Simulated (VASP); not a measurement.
Set up this calculation in VASP 6.6.1, as the native input.

```
Task                   : single point
Functional             : PBE
Potentials or basis    : VASP PAW PBE potentials, release 64 (Se, Li_sv)
Cutoff                 : 750 eV
k mesh                 : 8 × 8 × 8
Occupations            : fermi-dirac, width 0.05 eV
Spin                   : non-collinear spin, zero start, spin-orbit coupling
Starting moments       : [[0.0, 0.0, 0.0], [0.0, 0.0, 0.0], [0.0, 0.0, 0.0]] μB
Dipole correction      : no
Further INCAR settings : ALGO = Normal; EDIFF = 1e-06; NBANDS = 25
```

The structure of Li2Se lies in POSCAR:

```
Li2Se
1.0
    0.0000000000      3.0025000000      3.0025000000
    3.0025000000      0.0000000000      3.0025000000
    3.0025000000      3.0025000000      0.0000000000
Se Li
1 2
Direct
    0.0000000000      0.0000000000      0.0000000000
    0.7500000000      0.7500000000      0.7500000000
    0.2500000000      0.2500000000      0.2500000000
```

The input as run:

INCAR

```
SYSTEM = Li2Se
PREC = Accurate ; ENCUT = 750
EDIFF = 1E-6 ; ISMEAR = -1
SIGMA = 0.05 ; LREAL = .FALSE.
LASPH = .TRUE. ; NELM = 200
ALGO = Normal ; ISIF = 2
LWAVE = .FALSE. ; LCHARG = .TRUE.
MAGMOM = 0 0 0 0 0 0 0 0 0 ; LORBIT = 11
LSORBIT = .TRUE. ; GGA_COMPAT = .FALSE.
LORBMOM = .TRUE. ; GGA = PE
LVHAR = .TRUE. ; NBANDS = 25
```

KPOINTS

```
regular mesh
0
G
  8 8 8
  0 0 0
```

Potentials or basis: VASP PAW PBE potentials, release 64 (Se, Li_sv).

Launch:

```bash
$ cat potpaw_PBE.64/Se/POTCAR potpaw_PBE.64/Li_sv/POTCAR > POTCAR
$ mpirun -np 1 vasp_ncl > vasp.out
```

Results of the run:

| Item | Value |
| --- | --- |
| Pressure | 0.0 GPa |
| Net moment | 0.00 μB per cell |
| Valence electrons inside the program's atomic spheres | Se 3.92; Li 2.07 |

It took 120 s on 1 thread of Intel(R) Xeon(R) Platinum 8488C (Sapphire Rapids), on a shared host, peak memory 0.53 GiB.
